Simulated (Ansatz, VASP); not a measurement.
**One calculation of Os, two programs**

The input POSCAR:

```
Os
1.0
    0.0000000000      1.9450000000      1.9450000000
    1.8477500000      0.0000000000      1.9450000000
    1.8477500000      1.9450000000      0.0000000000
Os
1
Direct
    0.0000000000      0.0000000000      0.0000000000
```

File INCAR.step1:

```
SYSTEM = Os
  PREC = Accurate
  ENCUT = 520
  ISMEAR = 0
  SIGMA = 0.15
  LREAL = .False.
  LASPH = .True.
  NELM = 100
  NBANDS = 10
  GGA = PE
  ALGO = Normal
  EDIFF = 1E-4
  LWAVE = .True.
  LCHARG = .False.
```

The input INCAR.step2:

```
SYSTEM = Os
  PREC = Accurate
  ENCUT = 520
  EDIFF = 1E-7
  ISMEAR = 0
  SIGMA = 0.15
  LREAL = .False.
  LASPH = .True.
  NELM = 100
  ALGO = Normal
  ISIF = 2
  LWAVE = .False.
  LCHARG = .True.
  METAGGA = R2SCAN
  LMIXTAU = .True.
  LELF = .True.
  LVHAR = .True.
  NBANDS = 10
  ISTART = 1
```

File KPOINTS:

```
Automatic mesh
0
Gamma
  20 20 20
  0 0 0
```

Input for Ansatz:

```yaml
crystal:
  lattice:
    - [0.0, 1.945, 1.945]
    - [1.84775, 0.0, 1.945]
    - [1.84775, 1.945, 0.0]
  atoms:
    - { symbol: Os, position: [0.0, 0.0, 0.0] }
basis:
  ecutwfc: 500
kpoints:
  mp_grid: { grid: [20, 20, 20] }
hamiltonian:
  xc: r2scan
scf:
  occupations: { method: gaussian, width: 0.15 }
output:
  forces: true
  stress: true
  eigenvalues: true
```

Change from the starting cell: strain -0.0500 x Voigt [1, 0, 0, 0, 0, 0], atoms carried along.

Alike in both runs: task single point; functional r2SCAN; k mesh 20 × 20 × 20; occupations gaussian, width 0.15 eV; no spin polarisation.

|  | VASP | Ansatz |
| --- | --- | --- |
| version | VASP 6.6.1 | Ansatz 0.2.0 |
| potentials or method | VASP PAW PBE potentials, release 64 (Os), cutoff 520 eV | scalar-relativistic, plane waves, PAW |
| valence electrons in the cell | 8 | 16 |

|  | VASP | Ansatz | Ansatz less VASP |
| --- | --- | --- | --- |
| gap on the k mesh at the Fermi level (eV) | none | none | - |
| pressure (GPa) | 4.4 | 3.3 | -1.12 |
| traceless stress, the component that is largest in VASP (GPa) | 12.72 | 12.79 | +0.075 |

VASP's potentials were made for PBE, not for r2SCAN. A gap of «none» marks a metal or a gap that the smearing closes. The functional is the same, so the differences come from potentials, cutoffs and numerics. VASP's potentials hold 8 valence electrons a cell and Ansatz's 16, so a difference there can come from the potentials and not from the codes.

Spin-orbit coupling is off throughout.
